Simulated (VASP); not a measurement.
# ZrOs (Pm-3m) in VASP: further runs

The runs below take ZrOs through relaxation of cell and atoms, with LDA.

Everything below comes from runs of VASP 6.6.1. Logs are shortened: lines on timing, memory, paths and dates and some standing lists are left out, and cuts for length are marked.

## 1. The cell of the first run

It takes space group Pm-3m (No. 221, cubic). Conventional cell: a = 3.229 Å, b = 3.229 Å, c = 3.229 Å, α = 90.00°, β = 90.00°, γ = 90.00°. Within 3.7 Å of Zr (site symmetry m-3m) lie 8 Os at 2.80 Å and 6 Zr at 3.23 Å. Within 3.7 Å of Os (site symmetry m-3m) lie 8 Zr at 2.80 Å and 6 Os at 3.23 Å.

## 2. Relaxation of cell and atoms, LDA

INCAR reads:

```
ALGO = Normal
EDIFF = 1E-7
EDIFFG = -0.02
ENCUT = 600
GGA = CA
IBRION = 2
ISIF = 3
ISMEAR = -1
LASPH = T
LCHARG = F
LREAL = F
LWAVE = F
NELM = 80
NSW = 80
PREC = Accurate
SIGMA = 0.05
```

KPOINTS reads:

```
k-points
0
Gamma
  7 7 7
```

POSCAR reads:

```
ZrOs
1.0
    3.2293635822      0.0000000000      0.0000000000
    0.0000000000      3.2293635822      0.0000000000
    0.0000000000      0.0000000000      3.2293635822
Zr Os
1 1
Direct
    0.0000000000      0.0000000000      0.0000000000
    0.5000000000      0.5000000000      0.5000000000
```

Potentials or basis: VASP PAW LDA potentials, release 64 (Zr_sv, Os).

The run is started by

```
cat potpaw_LDA.64/Zr_sv/POTCAR potpaw_LDA.64/Os/POTCAR > POTCAR
mpirun -np 1 vasp_std > vasp.out
```

OUTCAR:

```text
EDIFF = 1E-7
   EDIFFG = -0.02
   ENCUT = 600
   GGA = CA
   IBRION = 2
   ISIF = 3
   ISMEAR = -1
   LASPH = T
   LREAL = F
   NELM = 80
   NSW = 80
   PREC = Accurate

 ion  position               nearest neighbor table
   1  0.000  0.000  0.000-   2 2.80   2 2.80   2 2.80   2 2.80   2 2.80   2 2.80   2 2.80   2 2.80

   2  0.500  0.500  0.500-   1 2.80   1 2.80   1 2.80   1 2.80   1 2.80   1 2.80   1 2.80   1 2.80

  LATTYP: Found a simple cubic cell.
 ALAT       =     3.2293635822

  Lattice vectors:

 A1 = (   3.2293635822,   0.0000000000,   0.0000000000)
 A2 = (   0.0000000000,   3.2293635822,   0.0000000000)
 A3 = (   0.0000000000,   0.0000000000,   3.2293635822)

Analysis of symmetry for initial positions (statically):
=====================================================================
 Subroutine PRICEL returns:
 Original cell was already a primitive cell.

 Routine SETGRP: Setting up the symmetry group for a
 simple cubic supercell.

 Subroutine GETGRP returns: Found 48 space group operations
 (whereof 48 operations were pure point group operations)
 out of a pool of 48 trial point group operations.

The static configuration has the point symmetry O_h .

Analysis of symmetry for dynamics (positions and initial velocities):
=====================================================================
 Subroutine PRICEL returns:
 Original cell was already a primitive cell.

 Routine SETGRP: Setting up the symmetry group for a
 simple cubic supercell.

 Subroutine GETGRP returns: Found 48 space group operations
 (whereof 48 operations were pure point group operations)
 out of a pool of 48 trial point group operations.

The dynamic configuration has the point symmetry O_h .

 Subroutine INISYM returns: Found 48 space group operations
 (whereof 48 operations are pure point group operations),
 and found     1 'primitive' translations

----------------------------------------------------------------------------------------

                                     Primitive cell

  volume of cell :      33.6784

  direct lattice vectors                    reciprocal lattice vectors
     3.229363582  0.000000000  0.000000000     0.309658536  0.000000000  0.000000000
     0.000000000  3.229363582  0.000000000     0.000000000  0.309658536  0.000000000
     0.000000000  0.000000000  3.229363582     0.000000000  0.000000000  0.309658536

  length of vectors
     3.229363582  3.229363582  3.229363582     0.309658536  0.309658536  0.309658536

  position of ions in fractional coordinates (direct lattice)
     0.000000000  0.000000000  0.000000000
[... 69 lines left out ...]
   LSORBIT =      F    spin-orbit coupling
   LASPH  =      T    aspherical Exc in radial PAW
   ENCUT  =  600.0 eV  44.10 Ry    6.64 a.u.   6.45  6.45  6.45*2*pi/ulx,y,z
   NELM   =     80;   NELMIN=  2; NELMDL= -5     # of ELM steps
   EDIFF  = 0.1E-06   stopping-criterion for ELM
   LREAL  =      F    real-space projection
   EDIFFG = -.2E-01   stopping-criterion for IOM
   NSW    =     80    number of steps for IOM
   IBRION =      2    ionic relax: 0-MD 1-quasi-New 2-CG
   NFREE  =      1    steps in history (QN), initial steepest desc. (CG)
   ISIF   =      3    stress and relaxation
   ISYM   =      2    0-nonsym 1-usesym 2-fastsym
   POTIM  = 0.5000    time-step for ionic-motion
   TEBEG  =    0.0;   TEEND  =   0.0 temperature during run
   PSTRESS=    0.0 pullay stress
   NELECT =      20.0000    total number of electrons
   NUPDOWN=      -1.0000    fix difference up-down
   EMIN   =  10.00;   EMAX   =-10.00  energy-range for DOS
   EFERMI =   0.00;   METHOD = LEGACY
   ISMEAR =    -1;   SIGMA  =   0.05  broadening in eV -4-tet -1-fermi 0-gaus
   EFERMI_NEDOS =   21; number of points for ismear=-14 and -15
   IALGO  =     38    algorithm
   IMIX   =      4    mixing-type and parameters
     AMIX     =   0.40;   BMIX     =  1.00
     AMIX_MAG =   1.60;   BMIX_MAG =  1.00
  volume/ion in A,a.u.               =      16.84       113.64
  Fermi-wavevector in a.u.,A,eV,Ry     =   1.376051  2.600359 25.762857  1.893517
  Thomas-Fermi vector in A             =   2.501331
   LORBIT       =      0    0 simple, 1 ext, 2 COOP (PROOUT), +10 PAW based schemes
   GGA     = CA    functional components
   LHFCALC =     F    Hartree Fock is set to
   AEXX    =    0.0000 exact exchange contribution
   IVDW    =     0    specifies the selected vdW correction
   LEPSILON=     F    determine dielectric tensor
   LRPA    =     F    only Hartree local field effects (RPA)
 conjugate gradient relaxation of ions
 non-spin polarized calculation
  energy-cutoff  :      600.00
  volume of cell :       33.68
 maximum number of plane-waves:      1141
 NGX is ok and might be reduce to    28
   NGX = 13   NGY = 13   NGZ = 13

--------------------------------------- Ionic step        1  -------------------------------------------

 number of electron      20.0000000 magnetization

 Free energy of the ion-electron system (eV)
  ---------------------------------------------------
  ext. energy  EPLUGINS =         0.00000000
  ---------------------------------------------------
  free energy    TOTEN  =       -23.07414836 eV

  energy without entropy =      -23.06910885  energy(sigma->0) =      -23.07162860

------------------------ aborting loop because EDIFF is reached ----------------------------------------

  FORCE on cell =-STRESS in cart. coord.  units (eV):
  Direction    XX          YY          ZZ          XY          YZ          ZX
  --------------------------------------------------------------------------------------
  -------------------------------------------------------------------------------------
  Total        0.1096446      0.1096446      0.1096446      0.0000000      0.0000000      0.0000000
  in kB        5.2161108      5.2161108      5.2161108      0.0000000      0.0000000      0.0000000
  external PRESSURE =       5.2161108 kB  Pullay stress =       0.0000000 kB
[... 59 lines left out ...]
--------------------------------------- Ionic step        3  -------------------------------------------

 number of electron      20.0000000 magnetization

 Free energy of the ion-electron system (eV)
  ---------------------------------------------------
  ext. energy  EPLUGINS =         0.00000000
  ---------------------------------------------------
  free energy    TOTEN  =       -23.07426688 eV

  energy without entropy =      -23.06927610  energy(sigma->0) =      -23.07177149

 E-fermi :   9.9413     XC(G=0): -12.9803

 val. band max:        9.6918816410   @ k =   0.4286   0.4286   0.0000
 cond. band min:       9.9926992302   @ k =   0.4286   0.4286   0.0000
 fundamental gap:      0.3008175891
 Fermi energy:         9.9412847336

 k-point     1 :       0.0000    0.0000    0.0000
  band No.  band energies     occupation
      1     -38.3921      2.00000
      2     -16.3923      2.00000
      3     -16.3923      2.00000
      4     -16.3923      2.00000
      5       2.0329      2.00000
      6       4.6797      2.00000
      7       4.6797      2.00000
      8       8.4320      2.00000
      9       8.4320      2.00000
     10       8.4320      2.00000
     11      12.2225      0.00000
     12      12.2225      0.00000
     13      15.4225      0.00000
     14      15.4225      0.00000
[... 350 lines left out ...]
  FREE ENERGIE OF THE ION-ELECTRON SYSTEM (eV)
  ---------------------------------------------------
  free  energy   TOTEN  =       -23.0742668787 eV

  energy  without entropy=      -23.0692761037  energy(sigma->0) =      -23.07177149

 reached required accuracy - stopping structural energy minimisation
```

It took 43 s on 1 thread of Intel Xeon 8259CL, shared host; peak memory 0.16 GiB.

Results:

```yaml
Free_energy: -23.0743 eV
Relaxed_volume: 16.88 Å³/atom
Relaxed_cell: a = 3.232 Å, b = 3.232 Å, c = 3.232 Å, α = 90.00°, β = 90.00°, γ = 90.00°
Space_group_after_relaxing_to_0.1_Å: Pm-3m (No. 221)
Energy_gained_by_relaxing: 0.1 meV/atom
Ionic_steps: 3
Pressure_after_relaxing: 0.0 GPa
Band_gap_on_the_k_mesh: zero (bands 10 and 11 overlap by 0.67 eV)
```

The path:
```
step  energy change (eV)  largest force (eV/Å)  pressure (GPa)  volume (Å³)
   1              0.0000                0.0000            0.52        33.68
   2              0.0007                0.0000           -1.35        33.95
   3             -0.0001                0.0000            0.00        33.75
```

Final structure:
```xyz
2
Lattice="3.2317 0.0000 0.0000 0.0000 3.2317 0.0000 0.0000 0.0000 3.2317" Properties=species:S:1:pos:R:3 pbc="T T T"
Zr    0.0000    0.0000    0.0000
Os    1.6159    1.6159    1.6159
```

Levels at points of the mesh, in eV from the Fermi level:
| k point | band 8 | band 9 | band 10 | band 11 | band 12 | band 13 |
| --- | --- | --- | --- | --- | --- | --- |
| (0.00, 0.00, 0.00) | -1.51 | -1.51 | -1.51 | 2.28 | 2.28 | 5.48 |

Caveat: spin-orbit coupling is left out, which moves the levels of the heavy elements.

## 3. Relaxation of cell and atoms, LDA

This run uses another cell than the first one, of 17.32 Å³/atom.

INCAR reads:

```
SYSTEM = ZrOs
ALGO     = Normal         ! electronic algorithm
EDIFF    = 1E-6           ! SCF threshold, eV
EDIFFG   = -0.02          ! ionic threshold
ENCUT    = 600            ! plane-wave cutoff, eV
GGA      = CA             ! functional
IBRION   = 2              ! ionic algorithm
ISIF     = 3              ! what is computed and relaxed
ISMEAR   = -1             ! smearing method
LASPH    = .True.         ! aspherical terms in the spheres
LCHARG   = .False.        ! write CHGCAR
LREAL    = .False.        ! projectors in reciprocal space
LWAVE    = .False.        ! write WAVECAR
NELM     = 80             ! most SCF steps
NSW      = 80             ! ionic steps
PREC     = Accurate       ! precision mode
SIGMA    = 0.05           ! smearing width, eV
```

KPOINTS reads:

```
k-points
0
Gamma
  7 7 7
  0 0 0
```

POSCAR reads:

```
ZrOs
1.0
    3.2600000000      0.0000000000      0.0000000000
    0.0000000000      3.2600000000      0.0000000000
    0.0000000000      0.0000000000      3.2600000000
Zr Os
1 1
Direct
    0.0000000000      0.0000000000      0.0000000000
    0.5000000000      0.5000000000      0.5000000000
```

Potentials or basis: VASP PAW LDA potentials, release 64 (Zr_sv, Os).

The run is started by

```
cat potpaw_LDA.64/Zr_sv/POTCAR potpaw_LDA.64/Os/POTCAR > POTCAR
mpirun -np 1 vasp_std > vasp.out
```

OUTCAR:

```text
SYSTEM = ZrOs
   EDIFF = 1E-6
   EDIFFG = -0.02
   ENCUT = 600
   GGA = CA
   IBRION = 2
   ISIF = 3
   ISMEAR = -1
   LASPH = .True.
   LREAL = .False.
   NELM = 80
   NSW = 80
   PREC = Accurate

 ion  position               nearest neighbor table
   1  0.000  0.000  0.000-   2 2.82   2 2.82   2 2.82   2 2.82   2 2.82   2 2.82   2 2.82   2 2.82

   2  0.500  0.500  0.500-   1 2.82   1 2.82   1 2.82   1 2.82   1 2.82   1 2.82   1 2.82   1 2.82

  LATTYP: Found a simple cubic cell.
 ALAT       =     3.2600000000

  Lattice vectors:

 A1 = (   3.2600000000,   0.0000000000,   0.0000000000)
 A2 = (   0.0000000000,   3.2600000000,   0.0000000000)
 A3 = (   0.0000000000,   0.0000000000,   3.2600000000)

Analysis of symmetry for initial positions (statically):
=====================================================================
 Subroutine PRICEL returns:
 Original cell was already a primitive cell.

 Routine SETGRP: Setting up the symmetry group for a
 simple cubic supercell.

 Subroutine GETGRP returns: Found 48 space group operations
 (whereof 48 operations were pure point group operations)
 out of a pool of 48 trial point group operations.

The static configuration has the point symmetry O_h .

Analysis of symmetry for dynamics (positions and initial velocities):
=====================================================================
 Subroutine PRICEL returns:
 Original cell was already a primitive cell.

 Routine SETGRP: Setting up the symmetry group for a
 simple cubic supercell.
[... 184 lines left out ...]

 number of electron      20.0000000 magnetization

 E-fermi :  10.8363     XC(G=0): -13.3355

 val. band max:       10.6930178735   @ k =   0.4286   0.4286   0.1429
 cond. band min:      10.8771881629   @ k =   0.4286   0.1429   0.0000
 fundamental gap:      0.1841702894
 Fermi energy:        10.8362528222

 k-point     1 :       0.0000    0.0000    0.0000
  band No.  band energies     occupation
      1     -37.3169      2.00000
      2     -15.2995      2.00000
      3     -15.2995      2.00000
      4     -15.2995      2.00000
      5       2.6987      2.00000
      6       5.0834      2.00000
      7       5.0834      2.00000
      8       9.2144      2.00000
      9       9.2144      2.00000
     10       9.2144      2.00000
     11      13.2968      0.00000
     12      13.2968      0.00000
     13      16.8114      0.00000
     14      16.8114      0.00000
[... 356 lines left out ...]
--------------------------------------- Ionic step        3  -------------------------------------------

 number of electron      20.0000000 magnetization

 Free energy of the ion-electron system (eV)
  ---------------------------------------------------
  ext. energy  EPLUGINS =         0.00000000
  ---------------------------------------------------
  free energy    TOTEN  =       -23.07462232 eV

  energy without entropy =      -23.06964931  energy(sigma->0) =      -23.07213581

 E-fermi :   9.9311     XC(G=0): -12.9763

 val. band max:        9.6813270630   @ k =   0.4286   0.4286   0.0000
 cond. band min:       9.9814971275   @ k =   0.4286   0.4286   0.0000
 fundamental gap:      0.3001700645
 Fermi energy:         9.9310835063

 k-point     1 :       0.0000    0.0000    0.0000
  band No.  band energies     occupation
      1     -38.4042      2.00000
      2     -16.4043      2.00000
      3     -16.4043      2.00000
      4     -16.4043      2.00000
      5       2.0255      2.00000
      6       4.6751      2.00000
      7       4.6751      2.00000
      8       8.4233      2.00000
      9       8.4233      2.00000
     10       8.4233      2.00000
     11      12.2107      0.00000
     12      12.2107      0.00000
     13      15.4073      0.00000
     14      15.4073      0.00000
[... 350 lines left out ...]
  FREE ENERGIE OF THE ION-ELECTRON SYSTEM (eV)
  ---------------------------------------------------
  free  energy   TOTEN  =       -23.0746223186 eV

  energy  without entropy=      -23.0696493069  energy(sigma->0) =      -23.07213581

 reached required accuracy - stopping structural energy minimisation
```

Wall time 38 s (1 thread of Intel Xeon 8259CL, shared host); peak memory 0.16 GiB.

Results:

```yaml
Free_energy: -23.0746 eV
Relaxed_volume: 16.89 Å³/atom
Relaxed_cell: a = 3.233 Å, b = 3.233 Å, c = 3.233 Å, α = 90.00°, β = 90.00°, γ = 90.00°
Space_group_after_relaxing_to_0.1_Å: Pm-3m (No. 221)
Energy_gained_by_relaxing: 8.4 meV/atom
Ionic_steps: 3
Pressure_after_relaxing: -0.2 GPa
Band_gap_on_the_k_mesh: zero (bands 10 and 11 overlap by 0.67 eV)
```

Step by step:
| step | energy change (eV) | largest force (eV/Å) | pressure (GPa) | volume (Å³) |
| --- | --- | --- | --- | --- |
| 1 | 0.0000 | 0.0000 | -5.87 | 34.65 |
| 2 | 0.1025 | 0.0000 | 18.44 | 31.56 |
| 3 | -0.0167 | 0.0000 | -0.15 | 33.78 |

Final structure:
```cif
data_structure
_symmetry_space_group_name_H-M 'P 1'
_symmetry_Int_Tables_number 1
_cell_length_a 3.2325
_cell_length_b 3.2325
_cell_length_c 3.2325
_cell_angle_alpha 90.000
_cell_angle_beta 90.000
_cell_angle_gamma 90.000
_cell_volume 33.78
loop_
_atom_site_label
_atom_site_type_symbol
_atom_site_fract_x
_atom_site_fract_y
_atom_site_fract_z
_atom_site_occupancy
Zr1 Zr 0.00000 0.00000 0.00000 1
Os1 Os 0.50000 0.50000 0.50000 1
```

Caveat: spin-orbit coupling is left out, which moves the levels of the heavy elements.
